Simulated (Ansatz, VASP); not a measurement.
# Two plane-wave programs on Ni

```
Ni
1.0
    -1.39691    1.39691    1.39691
     1.39691   -1.39691    1.39691
     1.39691    1.39691   -1.39691
Ni
1
Direct
  0.00000 0.00000 0.00000
```

Alike in both runs: task single point; functional PBE; k mesh 20 × 20 × 20; occupations gaussian, width 0.05 eV; collinear spin.

```csv
,VASP,Ansatz
version,VASP 6.6.1,Ansatz 0.2.0
potentials or method,"VASP PAW PBE potentials, release 64 (Ni), cutoff 520 eV","scalar-relativistic, plane waves, PAW"
valence electrons in the cell,10,18
```

VASP gave:

```
gap on the k mesh at the Fermi level (eV)                     : none
pressure (GPa)                                                : 1.5
net moment per atom (μB)                                      : 0.58
size of the moment on the site where the two differ most (μB) : 0.58
```

Task: What did Ansatz give for the same quantities?

Result: gap on the k mesh at the Fermi level (eV): none; pressure (GPa): 1.6; net moment per atom (μB): 0.58; size of the moment on the site where the two differ most (μB): 0.61.

Site moments also hang on the region over which each program counts them. A gap of «none» marks a metal or a gap that the smearing closes. With one functional, cell and mesh, what is left measures potentials, basis and numerics. VASP's potentials hold 10 valence electrons a cell and Ansatz's 18, so a difference there can come from the potentials and not from the codes.
